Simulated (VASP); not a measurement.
A run of VASP 6.6.1:

File INCAR:

```
PREC = Accurate
ENCUT = 520
EDIFF = 1E-7
ISMEAR = 0
SIGMA = 0.15
LREAL = Auto
LASPH = T
NELM = 80
ALGO = Normal
ISIF = 2
LWAVE = F
LCHARG = F
GGA = PS
NBANDS = 30
```

The input KPOINTS:

```
Automatic mesh
0
Gamma
  5 5 3
```

POSCAR

```
Be16H
1.0
   -2.2900000000     -3.9663960000      0.0000000000
    3.4350000000     -1.9831980000      0.0000000000
    0.0000000000      0.0000000000      7.1768600000
Be H
16 1
Direct
    0.7367812679      0.4981997390     -0.0024785212
    0.5008459187      0.3351217333      0.2518339497
    0.7498706130      0.4982342660      0.5002735179
    0.5009721703      0.3344769345      0.7489009121
    0.5024814443     -0.0013046558      0.0008712724
    0.2538934101      0.8367516475      0.2547576517
    0.4998193054      0.0040952574      0.5024312861
    0.2514799009      0.8342954798      0.7472957533
    0.2659152436      0.4845929863     -0.0032083669
   -0.0004994802      0.3241764746      0.2551723177
    0.2505758814      0.4979542266      0.5000413830
   -0.0002512144      0.3293233534      0.7452976650
   -0.0051756178      0.0158267352     -0.0027192951
    0.7448330261      0.8378796593      0.2554302299
    0.0003734984     -0.0049326605      0.5013685651
    0.7478043307      0.8351283602      0.7470938544
    0.0082743041      0.6617729713      1.0417140644
```

Potentials or basis: VASP PAW PBE potentials, release 64 (Be, H).

The run is started by

```sh
$ cat potpaw_PBE.64/Be/POTCAR potpaw_PBE.64/H/POTCAR > POTCAR
$ mpirun -np 1 vasp_std > vasp.out
```

Hardware: 1 thread of Intel(R) Xeon(R) 6975P-C (Granite Rapids) (shared host).

**Question.** How long does it take, and how much memory?

**Answer.** Wall time 2.6 min on 1 thread of Intel(R) Xeon(R) 6975P-C (Granite Rapids), on a shared host, peak memory 0.27 GiB. Counts: scf iterations 15, k points 38.
